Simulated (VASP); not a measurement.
# ZrTi3C4 (Cmmm) in VASP: single point with PBE

Aim: the single point of ZrTi3C4 with PBE.

Program: VASP 6.6.1. These are calculated values, not measurements. Logs are shortened: lines on timing, memory, paths and dates and some standing lists are left out, and cuts for length are marked.

## 1. The cell of the first run

It takes space group Cmmm (No. 65, orthorhombic). The conventional cell has a = 6.273 Å, b = 8.858 Å, c = 3.149 Å, α = 90.00°, β = 90.00°, γ = 90.00°. Within 3.0 Å of Zr (site symmetry mmm) lie 6 C at 2.27 Å. Ti (site symmetry mmm) has 6 C at 2.16 to 2.17 Å within 2.9 Å. Within 2.9 Å of Ti (site symmetry 2/m) lie 6 C at 2.22 Å. Within 2.9 Å of C (site symmetry m2m) lie 5 Ti at 2.16 to 2.22 Å and 1 Zr at 2.27 Å. C (site symmetry 2mm) has 4 Ti at 2.17 to 2.22 Å and 2 Zr at 2.27 Å and 12 C at 2.99 to 3.28 Å within 3.3 Å.

## 2. Single point, PBE, collinear spin

Input file INCAR:

```
SYSTEM = ZrTi3C4
  PREC = Accurate
  ENCUT = 520
  EDIFF = 1E-6
  ISMEAR = 0
  SIGMA = 0.1
  LREAL = .False.
  LASPH = .True.
  NELM = 150
  ALGO = Normal
  ISIF = 2
  LWAVE = .False.
  LCHARG = .False.
  ISPIN = 2
  MAGMOM = 1 1 1 1 0 0 0 0
  LORBIT = 11
  LMAXMIX = 4
  GGA = PE
  NBANDS = 46
```

Input file KPOINTS:

```
regular mesh
0
Gamma
  4 4 6
  0 0 0
```

Input file POSCAR:

```
ZrTi3C4
1.0
    3.1363932278     -4.4292202334      0.0000000000
    3.1363932278      4.4292202334      0.0000000000
    0.0000000000      0.0000000000      3.1486821526
Zr Ti C
1 3 4
Direct
    0.5000000000      0.5000000000      0.0000000000
    0.0000000000      0.0000000000      0.0000000000
    0.0000000000      0.5000000000      0.5000000000
    0.5000000000      0.0000000000      0.5000000000
    0.7557252045      0.2442747955      0.0000000000
    0.2442747955      0.7557252045      0.0000000000
    0.7613607299      0.7613607299      0.5000000000
    0.2386392701      0.2386392701      0.5000000000
```

Potentials or basis: VASP PAW PBE potentials, release 64 (Zr_sv, Ti_sv, C).

Run with:

```console
> cat potpaw_PBE.64/Zr_sv/POTCAR potpaw_PBE.64/Ti_sv/POTCAR potpaw_PBE.64/C/POTCAR > POTCAR
> mpirun -np 1 vasp_std > vasp.out
```

OUTCAR:

```text
SYSTEM = ZrTi3C4
   PREC = Accurate
   ENCUT = 520
   EDIFF = 1E-6
   ISMEAR = 0
   LREAL = .False.
   LASPH = .True.
   NELM = 150
   ISIF = 2
   ISPIN = 2
   LORBIT = 11
   GGA = PE

 ion  position               nearest neighbor table
   1  0.500  0.500  0.000-   5 2.27   6 2.27   7 2.27   8 2.27   7 2.27   8 2.27   2 3.14   2 3.14
                             4 3.14   3 3.14   4 3.14   4 3.14   4 3.14   3 3.14   3 3.14   3 3.14
   2  0.000  0.000  0.000-   5 2.16   6 2.16   7 2.17   8 2.17   7 2.17   8 2.17   1 3.14   1 3.14

   3  0.000  0.500  0.500-   7 2.22   8 2.22   5 2.22   6 2.22   5 2.22   6 2.22   1 3.14   1 3.14
                             1 3.14   1 3.14
   4  0.500  0.000  0.500-   7 2.22   8 2.22   5 2.22   6 2.22   5 2.22   6 2.22   1 3.14   1 3.14
                             1 3.14   1 3.14
   5  0.756  0.244  0.000-   2 2.16   3 2.22   4 2.22   3 2.22   4 2.22   1 2.27
   6  0.244  0.756  0.000-   2 2.16   3 2.22   4 2.22   3 2.22   4 2.22   1 2.27
   7  0.761  0.761  0.500-   2 2.17   2 2.17   4 2.22   3 2.22   1 2.27   1 2.27
   8  0.239  0.239  0.500-   2 2.17   2 2.17   4 2.22   3 2.22   1 2.27   1 2.27

  LATTYP: Found a base centered orthorhombic cell.
 ALAT       =     6.2727864556
 B/A-ratio  =     1.4122018228
 C/A-ratio  =     0.5019590855

  Lattice vectors:

 A1 = (   3.1363932278,  -4.4292202334,   0.0000000000)
 A2 = (   3.1363932278,   4.4292202334,   0.0000000000)
 A3 = (   0.0000000000,   0.0000000000,   3.1486821526)

Analysis of symmetry for initial positions (statically):
=====================================================================
 Subroutine PRICEL returns:
 Original cell was already a primitive cell.

 Routine SETGRP: Setting up the symmetry group for a
 base centered orthorhombic supercell.

 Subroutine GETGRP returns: Found  8 space group operations
 (whereof  8 operations were pure point group operations)
 out of a pool of  8 trial point group operations.

The static configuration has the point symmetry D_2h.

Analysis of symmetry for dynamics (positions and initial velocities):
=====================================================================
 Subroutine PRICEL returns:
 Original cell was already a primitive cell.

 Routine SETGRP: Setting up the symmetry group for a
 base centered orthorhombic supercell.

 Subroutine GETGRP returns: Found  8 space group operations
 (whereof  8 operations were pure point group operations)
 out of a pool of  8 trial point group operations.

The dynamic configuration has the point symmetry D_2h.

Analysis of structural, dynamic, and magnetic symmetry:
=====================================================================
 Subroutine PRICEL returns:
 Original cell was already a primitive cell.

 Routine SETGRP: Setting up the symmetry group for a
 base centered orthorhombic supercell.
[... 168 lines left out ...]

 val. band max:        9.3380939771   @ k =  -0.2500   0.2500   0.0000
 cond. band min:       9.3769256803   @ k =   0.2500   0.2500   0.3333
 fundamental gap:      0.0388317032
 Fermi energy:         9.3540492143

 spin component 1

 k-point     1 :       0.0000    0.0000    0.0000
  band No.  band energies     occupation
      1     -47.3471      1.00000
      2     -47.3263      1.00000
      3     -47.1260      1.00000
      4     -38.3166      1.00000
      5     -23.7679      1.00000
      6     -23.6556      1.00000
[... 1117 lines left out ...]
     43      13.9512      0.00000
     44      14.6086      0.00000

 [... further k-points ...]

 spin component 2

 k-point     1 :       0.0000    0.0000    0.0000
  band No.  band energies     occupation
      1     -47.3471      1.00000
      2     -47.3263      1.00000
      3     -47.1260      1.00000
      4     -38.3166      1.00000
      5     -23.7679      1.00000
      6     -23.6556      1.00000
[... 1117 lines left out ...]
     43      13.9512      0.00000
     44      14.6086      0.00000

 [... further k-points ...]

 [bands above 44 left out]

------------------------ aborting loop because EDIFF is reached ----------------------------------------

  FORCE on cell =-STRESS in cart. coord.  units (eV):
  Direction    XX          YY          ZZ          XY          YZ          ZX
  --------------------------------------------------------------------------------------
  -------------------------------------------------------------------------------------
  Total        0.0389370      0.0239151     -0.0441724      0.0000000      0.0000000      0.0000000
  in kB        0.7131100      0.4379923     -0.8089941      0.0000000      0.0000000      0.0000000
  external PRESSURE =       0.1140361 kB  Pullay stress =       0.0000000 kB

 VOLUME and BASIS-vectors are now :
 -----------------------------------------------------------------------------
  energy-cutoff  :      520.00
  volume of cell :       87.48
      direct lattice vectors                 reciprocal lattice vectors
     3.136393228 -4.429220233  0.000000000     0.159418786 -0.112886687  0.000000000
     3.136393228  4.429220233  0.000000000     0.159418786  0.112886687  0.000000000
     0.000000000  0.000000000  3.148682153     0.000000000  0.000000000  0.317593187

 POSITION                                       TOTAL-FORCE (eV/Angst)
 -----------------------------------------------------------------------------------
      3.13639      0.00000      0.00000         0.000000     -0.000000      0.000000
      0.00000      0.00000      0.00000         0.000000     -0.000000      0.000000
      1.56820      2.21461      1.57434         0.000000     -0.000000      0.000000
      1.56820     -2.21461      1.57434         0.000000     -0.000000      0.000000
      3.13639     -2.26533      0.00000         0.000000      0.009409      0.000000
      3.13639      2.26533      0.00000         0.000000     -0.009409      0.000000
      4.77585      0.00000      1.57434        -0.016005     -0.000000      0.000000
      1.49693      0.00000      1.57434         0.016005     -0.000000      0.000000
 -----------------------------------------------------------------------------------
    total drift:                               -0.000000      0.000000     -0.000000

  FREE ENERGIE OF THE ION-ELECTRON SYSTEM (eV)
  ---------------------------------------------------
  free  energy   TOTEN  =       -75.1511720177 eV

  energy  without entropy=      -75.1446981094  energy(sigma->0) =      -75.14793506

 total charge

# of ion       s       p       d       tot
------------------------------------------
    1        2.193   6.065   1.760  10.018
    2        2.198   6.239   1.932  10.369
    3        2.185   6.216   1.891  10.293
    4        2.185   6.216   1.891  10.293
    5        0.892   1.479   0.000   2.371
    6        0.892   1.479   0.000   2.371
    7        0.895   1.499   0.000   2.394
    8        0.895   1.499   0.000   2.394
--------------------------------------------------
tot         12.336  30.693   7.475  50.503

 magnetization (x)

# of ion       s       p       d       tot
------------------------------------------
    1       -0.000   0.000  -0.000  -0.000
    2       -0.000   0.000  -0.000  -0.000
    3       -0.000   0.000  -0.000  -0.000
    4       -0.000   0.000  -0.000  -0.000
    5        0.000   0.000   0.000   0.000
    6        0.000   0.000   0.000   0.000
    7        0.000   0.000   0.000   0.000
    8        0.000   0.000   0.000   0.000
--------------------------------------------------
tot         -0.000   0.000  -0.000  -0.000
```

OSZICAR:

```text
N       E                     dE             d eps       ncg     rms          rms(c)
DAV:   1     0.844208316056E+03    0.84421E+03   -0.30270E+04  5152   0.163E+03
DAV:   2     0.306012959834E+02   -0.81361E+03   -0.77116E+03  5206   0.513E+02
DAV:   3    -0.851353692769E+02   -0.11574E+03   -0.11021E+03  7654   0.172E+02
DAV:   4    -0.945778041133E+02   -0.94424E+01   -0.93933E+01  7280   0.459E+01
DAV:   5    -0.951417502839E+02   -0.56395E+00   -0.56361E+00  7992   0.102E+01    0.419E+01
DAV:   6    -0.772723677245E+02    0.17869E+02   -0.12722E+02  6774   0.651E+01    0.175E+01
DAV:   7    -0.756924659303E+02    0.15799E+01   -0.30085E+01  6878   0.336E+01    0.119E+01
DAV:   8    -0.751462161804E+02    0.54625E+00   -0.24390E+00  6912   0.105E+01    0.630E+00
DAV:   9    -0.752109339075E+02   -0.64718E-01   -0.96024E-01  7446   0.589E+00    0.237E+00
DAV:  10    -0.751610314267E+02    0.49902E-01   -0.18688E-01  6990   0.406E+00    0.131E+00
DAV:  11    -0.751526860184E+02    0.83454E-02   -0.97146E-02  7134   0.265E+00    0.480E-01
DAV:  12    -0.751513143764E+02    0.13716E-02   -0.11110E-02  7450   0.833E-01    0.201E-01
DAV:  13    -0.751511860198E+02    0.12836E-03   -0.12343E-03  7248   0.222E-01    0.104E-01
DAV:  14    -0.751511758391E+02    0.10181E-04   -0.32724E-04  7462   0.985E-02    0.341E-02
DAV:  15    -0.751511755086E+02    0.33050E-06   -0.69819E-05  7930   0.498E-02    0.147E-02
DAV:  16    -0.751511740232E+02    0.14854E-05   -0.97126E-06  6074   0.147E-02    0.102E-02
DAV:  17    -0.751511724547E+02    0.15685E-05   -0.17079E-06  4432   0.932E-03    0.331E-03
DAV:  18    -0.751511720177E+02    0.43702E-06   -0.65667E-07  3514   0.565E-03
   1 F= -.75151172E+02 E0= -.75147935E+02  d E =-.647391E-02  mag=     0.0000
```

It took 4.4 min on 1 thread of Oxide Virtual Turin-like, shared host; peak memory 0.29 GiB.

What came out:

| Item | Value |
| --- | --- |
| Free energy | -75.1512 eV |
| Pressure | 0.0 GPa |
| Largest force | 0.016 eV/Å |
| Band gap on the k mesh | zero (filled and empty bands overlap) |
| Net moment | 0.00 μB per cell |
| Valence electrons inside the program's atomic spheres | Zr 10.02; Ti 10.37, 10.29 (each value once); C 2.37, 2.39 (each value once) |

Forces on the atoms (eV/Å):
```
Zr   0.000  0.000  0.000
Ti   0.000  0.000  0.000
Ti   0.000  0.000  0.000
Ti   0.000  0.000  0.000
C    0.000  0.009  0.000
C    0.000 -0.009  0.000
C   -0.016  0.000  0.000
C    0.016  0.000  0.000
```

The gap in the log of VASP goes by the Fermi energy; the results here count the filled bands.